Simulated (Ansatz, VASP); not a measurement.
# KBr: VASP beside Ansatz

Contents of POSCAR:

```
KBr
1.0
    3.9914318025      0.0000000000      0.0000000000
    0.0000000000      3.9914318025      0.0000000000
    0.0000000000      0.0000000000      3.9914318025
K Br
1 1
Direct
    0.0000000000      0.0000000000      0.0000000000
    0.5000000000      0.5000000000      0.5000000000
```

INCAR.step1

```
SYSTEM = KBr
ALGO = Normal ; EDIFF = 1E-5
ENCUT = 550 ; GGA = PE
GGA_COMPAT = .FALSE. ; ISMEAR = 0
LASPH = .TRUE. ; LCHARG = .FALSE.
LREAL = .FALSE. ; LWAVE = .TRUE.
NBANDS = 15 ; NELM = 120
PREC = Accurate ; SIGMA = 0.01
```

File INCAR.step2:

```
SYSTEM = KBr
ALGO = Normal ; EDIFF = 1E-6
ENCUT = 550 ; GGA_COMPAT = .FALSE.
ISIF = 2 ; ISMEAR = 0
ISTART = 1 ; LASPH = .TRUE.
LCHARG = .FALSE. ; LMIXTAU = .TRUE.
LREAL = .FALSE. ; LWAVE = .FALSE.
METAGGA = R2SCAN ; NBANDS = 15
NELM = 120 ; PREC = Accurate
SIGMA = 0.01
```

The input KPOINTS:

```
k-points
0
G
  6 6 6
  0 0 0
```

Input for Ansatz:

```yaml
crystal:
  lattice:
    - [3.9914318025, 0.0, 0.0]
    - [0.0, 3.9914318025, 0.0]
    - [0.0, 0.0, 3.9914318025]
  atoms:
    - { symbol: K, position: [0.0, 0.0, 0.0] }
    - { symbol: Br, position: [0.5, 0.5, 0.5] }
kpoints:
  mp_grid: { grid: [6, 6, 6] }
  band_path:
    path:
      - [0.0, 0.0, 0.0]
      - [0.0, 0.5, 0.0]
      - [0.5, 0.5, 0.0]
      - [0.5, 0.5, 0.5]
      - [0.0, 0.5, 0.5]
    npoints: 1
hamiltonian:
  xc: r2scan
scf:
  occupations: { method: fixed }
  n_extra_bands: 4
output:
  forces: true
  stress: true
  eigenvalues: true
```

Change from the starting cell: hydrostatic strain +0.4%.

Alike in both runs: task single point; functional r2SCAN; k mesh 6 × 6 × 6; no spin polarisation.

|  | VASP | Ansatz |
| --- | --- | --- |
| version | VASP 6.6.1 | Ansatz 0.2.0 |
| potentials or method | VASP PAW PBE potentials, release 64 (K_sv, Br) | plane waves, PAW |
| plane-wave cutoff (eV) | 550 | 500 |
| occupations | gaussian, width 0.01 eV | fixed |
| valence electrons in the cell | 16 | 16 |

```tsv
	VASP	Ansatz	Ansatz less VASP
gap on the k mesh at the Fermi level (eV)	4.73	4.73	-0.004
pressure (GPa)	-0.2	-0.2	0.00
```

VASP's potentials were made for PBE, not for r2SCAN.
